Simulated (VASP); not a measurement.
# Ca (P6_3/mmc) in VASP: further runs

Ca is run at these levels: PBE; tasks: relaxation of cell and atoms.

All numbers are computed with VASP 6.6.1; they aren't measurements. Logs are shortened: lines on timing, memory, paths and dates and some standing lists are left out, and cuts for length are marked.

**1. The cell of the first run**

The structure is hexagonal, space group P6_3/mmc (No. 194). The conventional cell has a = 3.230 Å, b = 3.230 Å, c = 5.428 Å, α = 90.00°, β = 90.00°, γ = 120.00°. Ca (site symmetry -6m2) has 12 Ca at 3.23 to 3.29 Å within 4.2 Å.

This isn't the form of Ca at room conditions, which is fcc.

**2. Relaxation of cell and atoms, PBE, target pressure 21 GPa, at which the enthalpy is minimised**

Input file INCAR:

```
SYSTEM = Ca
PREC     = Accurate       ! precision mode
ENCUT    = 600            ! plane-wave cutoff, eV
EDIFF    = 1E-7           ! SCF threshold, eV
ISMEAR   = -1             ! smearing method
SIGMA    = 0.05           ! smearing width, eV
LREAL    = .False.        ! projectors in reciprocal space
LASPH    = .True.         ! aspherical terms in the spheres
NELM     = 100            ! most SCF steps
ALGO     = Normal         ! electronic algorithm
ISIF     = 3              ! what is computed and relaxed
LWAVE    = .False.        ! write WAVECAR
LCHARG   = .False.        ! write CHGCAR
GGA      = PE             ! functional
IBRION   = 2              ! ionic algorithm
NSW      = 32             ! ionic steps
EDIFFG   = -0.005         ! ionic threshold
PSTRESS  = 210.0
```

Input file KPOINTS:

```
Automatic mesh
0
Gamma
  13 13 7
  0 0 0
```

Input file POSCAR:

```
Ca
1.0
    3.2297012572      0.0000000000      0.0000000000
   -1.6148506286      2.7970033354      0.0000000000
    0.0000000000      0.0000000000      5.4282364079
Ca
2
Direct
    0.3333333333      0.6666666667      0.2500000000
    0.6666666667      0.3333333333      0.7500000000
```

Potentials or basis: VASP PAW PBE potentials, release 64 (Ca_sv).

Launch:

```sh
> cat potpaw_PBE.64/Ca_sv/POTCAR > POTCAR
> mpirun -np 1 vasp_std > vasp.out
```

OUTCAR:

```text
SYSTEM = Ca
   PREC = Accurate
   ENCUT = 600
   EDIFF = 1E-7
   ISMEAR = -1
   LREAL = .False.
   LASPH = .True.
   NELM = 100
   ISIF = 3
   GGA = PE
   IBRION = 2
   NSW = 32
   EDIFFG = -0.005
   PSTRESS = 210.0

 ion  position               nearest neighbor table
   1  0.333  0.667  0.250-
   2  0.667  0.333  0.750-

  LATTYP: Found a hexagonal cell.
 ALAT       =     3.2297012572
 C/A-ratio  =     1.6807239976

  Lattice vectors:

 A1 = (   3.2297012572,   0.0000000000,   0.0000000000)
 A2 = (  -1.6148506286,   2.7970033354,   0.0000000000)
 A3 = (   0.0000000000,   0.0000000000,   5.4282364079)

Analysis of symmetry for initial positions (statically):
=====================================================================
 Subroutine PRICEL returns:
 Original cell was already a primitive cell.

 Routine SETGRP: Setting up the symmetry group for a
 hexagonal supercell.

 Subroutine GETGRP returns: Found 24 space group operations
 (whereof 12 operations were pure point group operations)
 out of a pool of 24 trial point group operations.

The static configuration has the point symmetry D_3d.
 The point group associated with its full space group is D_6h.

Analysis of symmetry for dynamics (positions and initial velocities):
=====================================================================
 Subroutine PRICEL returns:
 Original cell was already a primitive cell.

 Routine SETGRP: Setting up the symmetry group for a
 hexagonal supercell.

 Subroutine GETGRP returns: Found 24 space group operations
 (whereof 12 operations were pure point group operations)
 out of a pool of 24 trial point group operations.

The dynamic configuration has the point symmetry D_3d.
 The point group associated with its full space group is D_6h.

 Subroutine INISYM returns: Found 24 space group operations
 (whereof 12 operations are pure point group operations),
 and found     1 'primitive' translations

----------------------------------------------------------------------------------------

                                     Primitive cell

  volume of cell :      49.0359

  direct lattice vectors                    reciprocal lattice vectors
     3.229701257  0.000000000  0.000000000     0.309626161  0.178762747  0.000000000
    -1.614850629  2.797003335  0.000000000     0.000000000  0.357525494  0.000000000
     0.000000000  0.000000000  5.428236408     0.000000000  0.000000000  0.184221895

  length of vectors
     3.229701257  3.229701257  5.428236408     0.357525494  0.357525494  0.184221895

[... 102 lines left out ...]
  Fermi-wavevector in a.u.,A,eV,Ry     =   1.214079  2.294276 20.054808  1.473987
  Thomas-Fermi vector in A             =   2.349510
   LORBIT       =      0    0 simple, 1 ext, 2 COOP (PROOUT), +10 PAW based schemes
   GGA     = PE    functional components
   LHFCALC =     F    Hartree Fock is set to
   AEXX    =    0.0000 exact exchange contribution
   IVDW    =     0    specifies the selected vdW correction
   LEPSILON=     F    determine dielectric tensor
   LRPA    =     F    only Hartree local field effects (RPA)
 conjugate gradient relaxation of ions
 non-spin polarized calculation
  energy-cutoff  :      600.00
  volume of cell :       49.04
 maximum number of plane-waves:      1663
 NGX is ok and might be reduce to    28

--------------------------------------- Ionic step        1  -------------------------------------------

 number of electron      19.9999999 magnetization

 Free energy of the ion-electron system (eV)
  ---------------------------------------------------
  ext. energy  EPLUGINS =         0.00000000
  ---------------------------------------------------
  free energy    TOTEN  =        -2.19964116 eV

  energy without entropy =       -2.18219315  energy(sigma->0) =       -2.19091716

------------------------ aborting loop because EDIFF is reached ----------------------------------------

  FORCE on cell =-STRESS in cart. coord.  units (eV):
  Direction    XX          YY          ZZ          XY          YZ          ZX
  --------------------------------------------------------------------------------------
  -------------------------------------------------------------------------------------
  Total        6.4485594      6.4485594      6.4433552     -0.0000000      0.0000000     -0.0000000
  in kB      210.6974087    210.6974087    210.5273704     -0.0000000      0.0000000     -0.0000000
  external PRESSURE =       0.6407293 kB  Pullay stress =     210.0000000 kB
[... 63 lines left out ...]
--------------------------------------- Ionic step        3  -------------------------------------------

 number of electron      19.9999999 magnetization

 Free energy of the ion-electron system (eV)
  ---------------------------------------------------
  ext. energy  EPLUGINS =         0.00000000
  ---------------------------------------------------
  free energy    TOTEN  =        -2.20602686 eV

  energy without entropy =       -2.18857140  energy(sigma->0) =       -2.19729913

 E-fermi :   4.5593     XC(G=0):  -9.6249

 val. band max:        4.5543287303   @ k =   0.3846   0.2308   0.0000
 cond. band min:       4.5638491071   @ k =   0.3077   0.3077   0.0000
 fundamental gap:      0.0095203768
 Fermi energy:         4.5593113079

 k-point     1 :       0.0000    0.0000    0.0000
  band No.  band energies     occupation
      1     -36.3420      2.00000
      2     -36.2136      2.00000
      3     -17.7652      2.00000
      4     -17.0609      2.00000
      5     -17.0609      2.00000
      6     -16.9729      2.00000
      7     -16.9729      2.00000
      8     -16.9619      2.00000
      9      -0.1325      2.00000
     10       3.2918      2.00000
     11       5.3520      0.00000
     12       7.3675      0.00000
     13       7.5843      0.00000
     14       7.5843      0.00000
[... 377 lines left out ...]
      1     -36.3073      2.00000
      2     -36.2034      2.00000
      3     -17.6708      2.00000
      4     -17.2099      2.00000
      5     -17.1511      2.00000
      6     -17.1001      2.00000
      7     -17.0020      2.00000
      8     -17.0000      2.00000
      9       0.5904      2.00000
     10       3.5936      2.00000
     11       5.1477      0.00002
     12       6.6677      0.00000
     13       7.4322      0.00000
     14       7.6404      0.00000

 [... further k-points ...]

------------------------ aborting loop because EDIFF is reached ----------------------------------------

  FORCE on cell =-STRESS in cart. coord.  units (eV):
  Direction    XX          YY          ZZ          XY          YZ          ZX
  --------------------------------------------------------------------------------------
  -------------------------------------------------------------------------------------
  Total        6.4347390      6.4347390      6.4296637     -0.0000000      0.0000000      0.0000000
  in kB      210.0374859    210.0374859    209.8718211     -0.0000000      0.0000000      0.0000000
  external PRESSURE =      -0.0177357 kB  Pullay stress =     210.0000000 kB
[... 21 lines left out ...]
  energy  without entropy=       -2.1885713960  energy(sigma->0) =       -2.19729913

  enthalpy is  TOTEN    =         4.2275637592 eV   P V=        6.4335906178

 reached required accuracy - stopping structural energy minimisation
```

Run time: 74 s. Hardware: 1 thread of AMD EPYC 9R45 (Zen 5), shared host; peak memory 0.2 GiB.

What came out:

| Quantity | Value |
| --- | --- |
| Free energy | -2.2060 eV |
| Relaxed volume | 24.54 Å³/atom |
| Relaxed cell | a = 3.231 Å, b = 3.231 Å, c = 5.430 Å, α = 90.00°, β = 90.00°, γ = 120.00° |
| Space group after relaxing (to 0.1 Å) | P6_3/mmc (No. 194) |
| Energy change on relaxing (the run minimises the enthalpy) | -3.2 meV/atom |
| Ionic steps | 3 |
| Pressure after relaxing | 21.0 GPa |
| Band gap on the k mesh | zero (bands 10 and 11 overlap by 0.40 eV) |

The path:
```
step  energy change (eV)  largest force (eV/Å)  pressure (GPa)  volume (Å³)
   1              0.0000                0.0000           21.06        49.04
   2             -0.0091                0.0000           20.97        49.11
   3             -0.0064                0.0000           21.00        49.08
```

Final structure:
```
Ca
1.0
     3.23086    0.00000    0.00000
    -1.61543    2.79801    0.00000
     0.00000    0.00000    5.42971
Ca
2
Direct
  0.33333 0.66667 0.25000
  0.66667 0.33333 0.75000
```

Caveat: the cell is relaxed towards a set pressure, so the run minimises the enthalpy, not the energy.

**3. Relaxation of cell and atoms, PBE, target pressure 21 GPa, at which the enthalpy is minimised**

This run uses another cell than the first one, of 24.92 Å³/atom.

Input file INCAR:

```
SYSTEM = Ca
PREC = Accurate
ENCUT = 600
EDIFF = 1E-6
ISMEAR = -1
SIGMA = 0.05
LREAL = .False.
LASPH = .True.
NELM = 100
ALGO = Normal
ISIF = 3
LWAVE = .False.
LCHARG = .False.
GGA = PE
IBRION = 2
NSW = 60
EDIFFG = -0.005
PSTRESS = 210.0
```

Input file KPOINTS:

```
regular mesh
0
Gamma
  13 13 7
  0 0 0
```

Input file POSCAR:

```
Ca
1.0
    3.2875228146      0.0000000000      0.0000000000
   -1.6437614073      2.8470782730      0.0000000000
    0.0000000000      0.0000000000      5.3257869596
Ca
2
Direct
    0.3333333333      0.6666666667      0.2500000000
    0.6666666667      0.3333333333      0.7500000000
```

Potentials or basis: VASP PAW PBE potentials, release 64 (Ca_sv).

Launch:

```sh
> cat potpaw_PBE.64/Ca_sv/POTCAR > POTCAR
> mpirun -np 1 vasp_std > vasp.out
```

It took 89 s on 1 thread of AMD EPYC 9R45 (Zen 5), shared host; peak memory 0.2 GiB.

The run converged. Its results:

```
Free energy                                                : -2.2057 eV
Relaxed volume                                             : 24.54 Å³/atom
Relaxed cell                                               : a = 3.231 Å, b = 3.231 Å, c = 5.430 Å, α = 90.00°, β = 90.00°, γ = 120.00°
Space group after relaxing (to 0.1 Å)                      : P6_3/mmc (No. 194)
Energy change on relaxing (the run minimises the enthalpy) : +44.3 meV/atom
Ionic steps                                                : 4
Pressure after relaxing                                    : 21.0 GPa
Band gap on the k mesh                                     : zero (bands 10 and 11 overlap by 0.40 eV)
```

Step by step:
```tsv
step	energy change (eV)	largest force (eV/Å)	pressure (GPa)	volume (Å³)
1	0.0000	0.0000	20.12	49.85
2	0.1202	0.0000	21.37	48.86
3	0.1491	0.0000	21.64	48.64
4	0.0886	0.0000	21.01	49.08
```

Final structure:
```yaml
crystal:
  lattice:
    - [3.23056, 0.00000, 0.00000]
    - [-1.61528, 2.79775, 0.00000]
    - [0.00000, 0.00000, 5.43034]
  atoms:
    - { symbol: Ca, position: [0.33333, 0.66667, 0.25000] }
    - { symbol: Ca, position: [0.66667, 0.33333, 0.75000] }
```

Levels at points of the mesh, in eV from the Fermi level:
| k point | band 6 | band 7 | band 8 | band 9 | band 10 | band 11 | band 12 | band 13 | band 14 |
| --- | --- | --- | --- | --- | --- | --- | --- | --- | --- |
| (0.00, 0.00, 0.00) | -21.53 | -21.53 | -21.52 | -4.69 | -1.27 | 0.79 | 2.81 | 3.03 | 3.03 |

Caveat: the cell is relaxed towards a set pressure, so the run minimises the enthalpy, not the energy.

**4. Relaxation of cell and atoms, PBE, target pressure 21 GPa, at which the enthalpy is minimised**

This run uses another cell than the first one: it holds 4 atoms, not 2.

Input file INCAR:

```
PREC     = Accurate       # precision mode
ENCUT    = 600            # plane-wave cutoff, eV
EDIFF    = 1E-6           # SCF threshold, eV
ISMEAR   = -1             # smearing method
SIGMA    = 0.05           # smearing width, eV
LREAL    = False          # projectors in reciprocal space
LASPH    = True           # aspherical terms in the spheres
NELM     = 100            # most SCF steps
ALGO     = Normal         # electronic algorithm
ISIF     = 3              # what is computed and relaxed
LWAVE    = False          # write WAVECAR
LCHARG   = False          # write CHGCAR
GGA      = PE             # functional
IBRION   = 2              # ionic algorithm
NSW      = 60             # ionic steps
EDIFFG   = -0.005         # ionic threshold
PSTRESS  = 210.0
```

Input file KPOINTS:

```
Automatic mesh
0
Gamma
  8 8 5
```

Input file POSCAR:

```
Ca
1.0
    4.3280041050      0.0000000000      0.0000000000
   -2.1640020525      3.7481615026      0.0000000000
    0.0000000000      0.0000000000      6.1457658290
Ca
4
Direct
    0.0000000000      0.0000000000      0.0000000000
    0.0000000000      0.0000000000      0.5000000000
    0.3333333333      0.6666666667      0.2500000000
    0.6666666667      0.3333333333      0.7500000000
```

Launch:

```sh
> cat potpaw_PBE.64/Ca_sv/POTCAR > POTCAR
> mpirun -np 1 vasp_std > vasp.out
```

Run time: 9.3 min. Hardware: 1 thread of AMD EPYC 9R45 (Zen 5), shared host; peak memory 0.25 GiB.

Results (log left out):

* Free energy: -4.3670 eV
* Relaxed volume: 24.60 Å³/atom
* Relaxed cell: a = 3.280 Å, b = 3.280 Å, c = 10.560 Å, α = 90.00°, β = 90.00°, γ = 120.00°
* Space group after relaxing (to 0.1 Å): P6_3/mmc (No. 194)
* Energy change on relaxing (the run minimises the enthalpy): -623.7 meV/atom
* Ionic steps: 19
* Pressure after relaxing: 21.0 GPa
* Band gap on the k mesh: zero (bands 20 and 21 overlap by 0.02 eV)

The path:
```csv
step,energy change (eV),largest force (eV/Å),pressure (GPa),volume (Å³)
1,0.0000,0.0000,19.83,99.70
2,-0.0633,0.0000,20.24,96.87
3,0.1574,0.0000,25.16,87.91
4,5.3585,0.0000,60.16,65.15
5,1.3242,0.0000,35.44,79.26
6,1.1379,0.0000,35.01,79.92
7,0.6649,0.0000,34.23,81.65
8,-0.0235,0.0000,33.49,84.01
9,0.6564,0.0000,29.28,84.71
10,-0.2101,0.0000,32.96,84.63
11,-0.1533,0.0000,31.55,85.03
12,-0.2502,0.0000,32.30,84.94
13,-1.1464,0.0000,27.80,89.63
14,-2.5045,0.0000,20.84,98.48
15,-2.5415,0.0000,20.64,98.76
16,-2.5367,0.0000,20.69,98.71
17,-2.5251,0.0000,20.80,98.61
18,-2.5213,0.0000,20.83,98.58
19,-2.4948,0.0000,20.98,98.38
```

Final structure:
```xyz
4
Lattice="3.2799 0.0000 0.0000 -1.6399 2.8404 0.0000 0.0000 0.0000 10.5602" Properties=species:S:1:pos:R:3 pbc="T T T"
Ca    0.0000    0.0000    0.0000
Ca    0.0000    0.0000    5.2801
Ca    0.0000    1.8936    2.6400
Ca    1.6399    0.9468    7.9201
```

Levels at points of the mesh, in eV from the Fermi level:
| k point | band 17 | band 18 | band 19 | band 20 | band 21 | band 22 | band 23 | band 24 |
| --- | --- | --- | --- | --- | --- | --- | --- | --- |
| (0.00, 0.00, 0.00) | -4.75 | -3.15 | -3.15 | -1.28 | 1.04 | 1.74 | 1.78 | 3.06 |
| (0.50, 0.00, 0.00) | -1.28 | -1.26 | -0.81 | -0.65 | 0.16 | 0.21 | 0.35 | 0.97 |

Caveat: the cell is relaxed towards a set pressure, so the run minimises the enthalpy, not the energy; a cell axis changed by over 15 % at a fixed basis, so the end point is rough.

(Part 1 of 2 ends here.)

The gap in the log of VASP goes by the Fermi energy; the results here count the filled bands.